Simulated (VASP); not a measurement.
# TaF3 (Pm-3m) in VASP: relaxation of cell and atoms with PBE

Aim: the relaxation of cell and atoms of TaF3 with PBE.

Program: VASP 6.6.1. These are calculated values, not measurements. Logs are shortened: lines on timing, memory, paths and dates and some standing lists are left out, and cuts for length are marked.

### Step 1. The cell of the first run

Symmetry: Pm-3m, No. 221, cubic system. Conventional cell: a = 4.162 Å, b = 4.162 Å, c = 4.162 Å, α = 90.00°, β = 90.00°, γ = 90.00°. Within 2.8 Å of Ta (site symmetry m-3m) lie 6 F at 2.08 Å. F (site symmetry 4/mmm) has 2 Ta at 2.08 Å within 2.8 Å.

### Step 2. Relaxation of cell and atoms, PBE, collinear spin

File INCAR:

```
SYSTEM = TaF3
ALGO = Fast ; EDIFF = 1E-7
EDIFFG = -0.01 ; ENCUT = 600
GGA = PE ; IBRION = 2
ISIF = 3 ; ISMEAR = 0
ISPIN = 2 ; KPAR = 4
LASPH = .True. ; LCHARG = .False.
LMAXMIX = 4 ; LORBIT = 11
LREAL = .False. ; LWAVE = .False.
MAGMOM = 0.98 0 0 0 ; NELM = 150
NSW = 100 ; PREC = Accurate
SIGMA = 0.1
```

File KPOINTS:

```
k-points
0
Gamma
  12 12 12
  0 0 0
```

File POSCAR:

```
TaF3
1.0
    4.1623580646      0.0000000000      0.0000000000
    0.0000000000      4.1623580646      0.0000000000
    0.0000000000      0.0000000000      4.1623580646
Ta F
1 3
Direct
    0.5000000000      0.5000000000      0.5000000000
    0.0000000000      0.5000000000      0.5000000000
    0.5000000000      0.0000000000      0.5000000000
    0.5000000000      0.5000000000      0.0000000000
```

Potentials or basis: VASP PAW PBE potentials, release 64 (Ta_pv, F).

On the command line:

```bash
$ cat potpaw_PBE.64/Ta_pv/POTCAR potpaw_PBE.64/F/POTCAR > POTCAR
$ mpirun -np 4 vasp_std > vasp.out
```

OUTCAR:

```text
SYSTEM = TaF3
   EDIFF = 1E-7
   EDIFFG = -0.01
   ENCUT = 600
   GGA = PE
   IBRION = 2
   ISIF = 3
   ISMEAR = 0
   ISPIN = 2
   LASPH = .True.
   LORBIT = 11
   LREAL = .False.
   NELM = 150
   NSW = 100
   PREC = Accurate

 ion  position               nearest neighbor table
   1  0.500  0.500  0.500-   2 2.08   3 2.08   4 2.08   4 2.08   3 2.08   2 2.08
   2  0.000  0.500  0.500-   1 2.08   1 2.08
   3  0.500  0.000  0.500-   1 2.08   1 2.08
   4  0.500  0.500  0.000-   1 2.08   1 2.08

  LATTYP: Found a simple cubic cell.
 ALAT       =     4.1623580646

  Lattice vectors:

 A1 = (   4.1623580646,   0.0000000000,   0.0000000000)
 A2 = (   0.0000000000,   4.1623580646,   0.0000000000)
 A3 = (   0.0000000000,   0.0000000000,   4.1623580646)

Analysis of symmetry for initial positions (statically):
=====================================================================
 Subroutine PRICEL returns:
 Original cell was already a primitive cell.

 Routine SETGRP: Setting up the symmetry group for a
 simple cubic supercell.

 Subroutine GETGRP returns: Found 48 space group operations
 (whereof 48 operations were pure point group operations)
 out of a pool of 48 trial point group operations.

The static configuration has the point symmetry O_h .

Analysis of symmetry for dynamics (positions and initial velocities):
=====================================================================
 Subroutine PRICEL returns:
 Original cell was already a primitive cell.

 Routine SETGRP: Setting up the symmetry group for a
 simple cubic supercell.

 Subroutine GETGRP returns: Found 48 space group operations
 (whereof 48 operations were pure point group operations)
 out of a pool of 48 trial point group operations.

The dynamic configuration has the point symmetry O_h .

Analysis of structural, dynamic, and magnetic symmetry:
=====================================================================
 Subroutine PRICEL returns:
 Original cell was already a primitive cell.

 Routine SETGRP: Setting up the symmetry group for a
 simple cubic supercell.

 Subroutine GETGRP returns: Found 48 space group operations
 (whereof 48 operations were pure point group operations)
 out of a pool of 48 trial point group operations.

The overall configuration has the point symmetry O_h .

 Subroutine INISYM returns: Found 48 space group operations
 (whereof 48 operations are pure point group operations),
 and found     1 'primitive' translations

----------------------------------------------------------------------------------------

                                     Primitive cell

  volume of cell :      72.1138

  direct lattice vectors                    reciprocal lattice vectors
     4.162358065  0.000000000  0.000000000     0.240248432  0.000000000  0.000000000
     0.000000000  4.162358065  0.000000000     0.000000000  0.240248432  0.000000000
     0.000000000  0.000000000  4.162358065     0.000000000  0.000000000  0.240248432

  length of vectors
     4.162358065  4.162358065  4.162358065     0.240248432  0.240248432  0.240248432

  position of ions in fractional coordinates (direct lattice)
     0.500000000  0.500000000  0.500000000
     0.000000000  0.500000000  0.500000000
     0.500000000  0.000000000  0.500000000
     0.500000000  0.500000000  0.000000000

  ion indices of the primitive-cell ions
   primitive index   ion index
                 1           1
                 2           2
                 3           3
                 4           4

----------------------------------------------------------------------------------------

 KPOINTS: k-points

Automatic generation of k-mesh.
 Grid dimensions read from file:
 generate k-points for:   12   12   12

 Generating k-lattice:

  Cartesian coordinates                     Fractional coordinates (reciprocal lattice)
     0.020020703  0.000000000  0.000000000     0.083333333  0.000000000  0.000000000
     0.000000000  0.020020703  0.000000000     0.000000000  0.083333333  0.000000000
     0.000000000  0.000000000  0.020020703     0.000000000  0.000000000  0.083333333

  Length of vectors
     0.020020703  0.020020703  0.020020703

  Shift w.r.t. Gamma in fractional coordinates (k-lattice)
     0.000000000  0.000000000  0.000000000

 Subroutine IBZKPT returns following result:
 ===========================================

 Found     84 irreducible k-points:

 Following reciprocal coordinates:
            Coordinates               Weight
  0.000000  0.000000  0.000000      1.000000
  0.083333  0.000000  0.000000      6.000000
  0.166667  0.000000  0.000000      6.000000
  0.250000  0.000000  0.000000      6.000000
  0.333333  0.000000  0.000000      6.000000
  0.416667  0.000000  0.000000      6.000000
[... 16 lines left out ...]
  0.333333  0.333333  0.000000     12.000000
  0.416667  0.333333  0.000000     24.000000
 [... further k-points ...]
   k-points           NKPTS =     84   k-points in BZ     NKDIM =     84   number of bands    NBANDS=     20
   number of dos      NEDOS =    301   number of ions     NIONS =      4
   total plane-waves  NPLWV =  46656
   dimension x,y,z NGX =    36 NGY =   36 NGZ =   36
   dimension x,y,z NGXF=    72 NGYF=   72 NGZF=   72
   ions per type =               1   3
   NGX,Y,Z   is equivalent  to a cutoff of  14.38, 14.38, 14.38 a.u.
   NGXF,Y,Z  is equivalent  to a cutoff of  28.76, 28.76, 28.76 a.u.
 SYSTEM =  TaF3
   PREC   = accura    normal or accurate (medium, high low for compatibility)
   ISTART =      0    job   : 0-new  1-cont  2-samecut
   ICHARG =      2    charge: 1-file 2-atom 10-const
   ISPIN  =      2    spin polarized calculation?
   LNONCOLLINEAR =      F non collinear calculations
   LSORBIT =      F    spin-orbit coupling
   LASPH  =      T    aspherical Exc in radial PAW
   ENCUT  =  600.0 eV  44.10 Ry    6.64 a.u.   8.31  8.31  8.31*2*pi/ulx,y,z
   NELM   =    150;   NELMIN=  2; NELMDL= -5     # of ELM steps
   EDIFF  = 0.1E-06   stopping-criterion for ELM
   LREAL  =      F    real-space projection
   EDIFFG = -.1E-01   stopping-criterion for IOM
   NSW    =    100    number of steps for IOM
   IBRION =      2    ionic relax: 0-MD 1-quasi-New 2-CG
   NFREE  =      1    steps in history (QN), initial steepest desc. (CG)
   ISIF   =      3    stress and relaxation
   ISYM   =      2    0-nonsym 1-usesym 2-fastsym
   POTIM  = 0.5000    time-step for ionic-motion
   TEBEG  =    0.0;   TEEND  =   0.0 temperature during run
   PSTRESS=    0.0 pullay stress
   NELECT =      32.0000    total number of electrons
   NUPDOWN=      -1.0000    fix difference up-down
   EMIN   =  10.00;   EMAX   =-10.00  energy-range for DOS
   EFERMI =   0.00;   METHOD = LEGACY
   ISMEAR =     0;   SIGMA  =   0.10  broadening in eV -4-tet -1-fermi 0-gaus
   EFERMI_NEDOS =   21; number of points for ismear=-14 and -15
   IALGO  =     68    algorithm
   IMIX   =      4    mixing-type and parameters
     AMIX     =   0.40;   BMIX     =  1.00
     AMIX_MAG =   1.60;   BMIX_MAG =  1.00
  volume/ion in A,a.u.               =      18.03       121.66
  Fermi-wavevector in a.u.,A,eV,Ry     =   1.248683  2.359668 21.214315  1.559208
  Thomas-Fermi vector in A             =   2.382758
   LORBIT       =     11    0 simple, 1 ext, 2 COOP (PROOUT), +10 PAW based schemes
   GGA     = PE    functional components
   LHFCALC =     F    Hartree Fock is set to
   AEXX    =    0.0000 exact exchange contribution
   IVDW    =     0    specifies the selected vdW correction
   LEPSILON=     F    determine dielectric tensor
   LRPA    =     F    only Hartree local field effects (RPA)
 conjugate gradient relaxation of ions
 spin polarized calculation
 RMM-DIIS sequential band-by-band and
 Gauss-broadening in eV      SIGMA  =   0.10
  energy-cutoff  :      600.00
  volume of cell :       72.11
 maximum number of plane-waves:      2469
 NGX is ok and might be reduce to    36
   NGX = 17   NGY = 17   NGZ = 17

 number of electron      32.0000018 magnetization       2.0000014

 Free energy of the ion-electron system (eV)
  ---------------------------------------------------
  ext. energy  EPLUGINS =         0.00000000
  ---------------------------------------------------
  free energy    TOTEN  =       -26.99047777 eV

  energy without entropy =      -26.97873798  energy(sigma->0) =      -26.98460787

 E-fermi :   2.7394     XC(G=0):  -8.1458

 val. band max:        2.7391714532   @ k =   0.3333   0.2500   0.1667
 cond. band min:       2.7454789395   @ k =   0.5000   0.4167   0.1667
 fundamental gap:      0.0063074863
 Fermi energy:         2.7394381402

 spin component 1

 k-point     1 :       0.0000    0.0000    0.0000
  band No.  band energies     occupation
      1     -34.4079      1.00000
      2     -34.4079      1.00000
      3     -34.4078      1.00000
      4     -24.3542      1.00000
      5     -24.0738      1.00000
      6     -24.0738      1.00000
[... 12 lines left out ...]
     19       2.7086      0.66874
     20       4.3015      0.00000

 k-point     2 :       0.0833    0.0000    0.0000
  band No.  band energies     occupation
      1     -34.4164      1.00000
      2     -34.4078      1.00000
      3     -34.4078      1.00000
      4     -24.3390      1.00000
      5     -24.0735      1.00000
      6     -24.0517      1.00000
[... 12 lines left out ...]
     19       2.8098      0.15982
     20       4.3195      0.00000
[... 465 lines left out ...]
      3     -34.4048      1.00000
      4     -24.1736      1.00000
      5     -23.7534      1.00000
      6     -23.7149      1.00000
[... 12 lines left out ...]
     19       4.4433      0.00000
     20       5.8588      0.00000

 k-point    24 :       0.4167    0.3333    0.0000
  band No.  band energies     occupation
      1     -34.5232      1.00000
      2     -34.5004      1.00000
      3     -34.4045      1.00000
      4     -24.1684      1.00000
      5     -23.7347      1.00000
      6     -23.6297      1.00000
[... 12 lines left out ...]
     19       4.5567      0.00000
     20       6.3585      0.00000

 [... further k-points ...]

 spin component 2

 k-point     1 :       0.0000    0.0000    0.0000
  band No.  band energies     occupation
      1     -33.3646      1.00000
      2     -33.3646      1.00000
      3     -33.3646      1.00000
      4     -24.2809      1.00000
      5     -24.0149      1.00000
      6     -24.0149      1.00000
[... 12 lines left out ...]
     19       3.1948      0.00000
     20       5.1091      0.00000

 k-point     2 :       0.0833    0.0000    0.0000
  band No.  band energies     occupation
      1     -33.3747      1.00000
      2     -33.3645      1.00000
      3     -33.3645      1.00000
      4     -24.2657      1.00000
      5     -24.0147      1.00000
      6     -23.9919      1.00000
[... 12 lines left out ...]
     19       3.2915      0.00000
     20       5.2211      0.00000
[... 465 lines left out ...]
      3     -33.3615      1.00000
      4     -24.1084      1.00000
      5     -23.6795      1.00000
      6     -23.6424      1.00000
[... 12 lines left out ...]
     19       5.2248      0.00000
     20       6.2654      0.00000

 k-point    24 :       0.4167    0.3333    0.0000
  band No.  band energies     occupation
      1     -33.4998      1.00000
      2     -33.4732      1.00000
      3     -33.3611      1.00000
      4     -24.1037      1.00000
      5     -23.6614      1.00000
      6     -23.5540      1.00000
[... 12 lines left out ...]
     19       5.4057      0.00000
     20       6.6857      0.00000

 [... further k-points ...]

------------------------ aborting loop because EDIFF is reached ----------------------------------------

  FORCE on cell =-STRESS in cart. coord.  units (eV):
  Direction    XX          YY          ZZ          XY          YZ          ZX
  --------------------------------------------------------------------------------------
  -------------------------------------------------------------------------------------
  Total        0.0377547      0.0377547      0.0377547     -0.0000000      0.0000000      0.0000000
  in kB        0.8388101      0.8388101      0.8388101     -0.0000000      0.0000000      0.0000000
  external PRESSURE =       0.8388101 kB  Pullay stress =       0.0000000 kB

 VOLUME and BASIS-vectors are now :
 -----------------------------------------------------------------------------
  energy-cutoff  :      600.00
  volume of cell :       72.11
      direct lattice vectors                 reciprocal lattice vectors
     4.162358065  0.000000000  0.000000000     0.240248432  0.000000000  0.000000000
     0.000000000  4.162358065  0.000000000     0.000000000  0.240248432  0.000000000
     0.000000000  0.000000000  4.162358065     0.000000000  0.000000000  0.240248432

 POSITION                                       TOTAL-FORCE (eV/Angst)
 -----------------------------------------------------------------------------------
      2.08118      2.08118      2.08118         0.000000      0.000000      0.000000
      0.00000      2.08118      2.08118         0.000000      0.000000      0.000000
      2.08118      0.00000      2.08118         0.000000      0.000000      0.000000
      2.08118      2.08118      0.00000         0.000000      0.000000      0.000000
 -----------------------------------------------------------------------------------
    total drift:                                0.000000      0.000000      0.000000

  FREE ENERGIE OF THE ION-ELECTRON SYSTEM (eV)
  ---------------------------------------------------
  free  energy   TOTEN  =       -26.9904777674 eV

  energy  without entropy=      -26.9787379824  energy(sigma->0) =      -26.98460787

 reached required accuracy - stopping structural energy minimisation

 total charge

# of ion       s       p       d       tot
------------------------------------------
    1        0.194   6.133   2.335   8.662
    2        1.727   4.383   0.000   6.110
    3        1.727   4.383   0.000   6.110
    4        1.727   4.383   0.000   6.110
--------------------------------------------------
tot          5.374  19.282   2.335  26.991

 magnetization (x)

# of ion       s       p       d       tot
------------------------------------------
    1        0.011   0.008   1.525   1.544
    2       -0.001   0.020   0.000   0.020
    3       -0.001   0.020   0.000   0.020
    4       -0.001   0.020   0.000   0.020
--------------------------------------------------
tot          0.009   0.068   1.525   1.602
```

Wall time 78 s (4 MPI ranks of Oxide Virtual Turin-like, shared host); peak memory 0.37 GiB.

Results:

* Free energy: -26.9905 eV
* Pressure after relaxing: 0.1 GPa
* Band gap on the k mesh: zero (filled and empty bands overlap)
* Net moment: 2.00 μB per cell
* Site moments: Ta +1.54; F +0.02 μB
* Valence electrons inside the program's atomic spheres: Ta 8.66; F 6.11

Final structure:
```
CELL_PARAMETERS angstrom
4.16236 0.00000 0.00000
0.00000 4.16236 0.00000
0.00000 0.00000 4.16236
ATOMIC_POSITIONS crystal
Ta 0.50000 0.50000 0.50000
F 0.00000 0.50000 0.50000
F 0.50000 0.00000 0.50000
F 0.50000 0.50000 0.00000
```

Levels at points of the mesh, in eV from the Fermi level:
Spin up:
```csv
k point,band 13,band 14,band 15,band 16,band 17,band 18,band 19,band 20
"(0.00, 0.00, 0.00)",-7.54,-7.54,-7.54,-1.38,-1.38,-1.38,-0.03,1.56
"(0.50, 0.00, 0.00)",-7.63,-7.57,-7.57,-1.33,-0.19,-0.19,1.56,3.12
"(0.50, 0.50, 0.00)",-7.84,-7.84,-7.04,-0.14,-0.14,0.72,1.94,5.24
"(0.50, 0.50, 0.50)",-7.04,-7.04,-7.04,0.80,0.81,0.81,4.81,5.50
```
Spin down:
```csv
k point,band 11,band 12,band 13,band 14,band 15,band 16,band 17,band 18,band 19,band 20
"(0.00, 0.00, 0.00)",-7.54,-7.54,-7.45,-7.45,-7.45,0.33,0.33,0.33,0.46,2.37
"(0.50, 0.00, 0.00)",-7.97,-7.97,-7.54,-7.49,-7.49,0.39,1.39,1.39,2.36,3.28
"(0.50, 0.50, 0.00)",-7.96,-7.96,-7.74,-7.74,-6.96,1.46,1.46,2.15,2.83,5.55
"(0.50, 0.50, 0.50)",-8.94,-8.94,-6.96,-6.96,-6.96,2.34,2.34,2.34,4.98,6.21
```

Caveat: the relaxation stopped at its first step, so nothing moved; spin-orbit coupling is left out, which moves the levels of the heavy elements.
